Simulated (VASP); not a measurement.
W16Cl, 17 atoms in the cell. The cell holds a slab with vacuum, 17 atoms: a = 6.367 Å, b = 6.367 Å, c = 20.143 Å, α = 90.00°, β = 90.00°, γ = 90.00°. 

* Program: VASP 6.6.1
* Task: single point
* Functional: PBE
* Potentials or basis: VASP PAW PBE potentials, release 64 (W_sv, Cl)
* Cutoff: 520 eV
* k mesh: 4 × 4 × 1
* Occupations: gaussian, width 0.1 eV
* Spin: no spin polarisation
* Dipole correction: yes
* Further INCAR settings: LREAL = Auto; ALGO = Normal; EDIFF = 1e-06; NBANDS = 130

Potentials or basis: VASP PAW PBE potentials, release 64 (W_sv, Cl).

Command:

```bash
$ cat potpaw_PBE.64/W_sv/POTCAR potpaw_PBE.64/Cl/POTCAR > POTCAR
$ mpirun -np 1 vasp_std > vasp.out
```

Hardware: 1 thread of Intel(R) Xeon(R) 6975P-C (Granite Rapids), on a shared host.

Problem. Estimate the wall time of this run.

Solution. Wall time 16 min on 1 thread of Intel(R) Xeon(R) 6975P-C (Granite Rapids), with other jobs on the host, peak memory 0.91 GiB. Counts: scf iterations 37, k points 6.
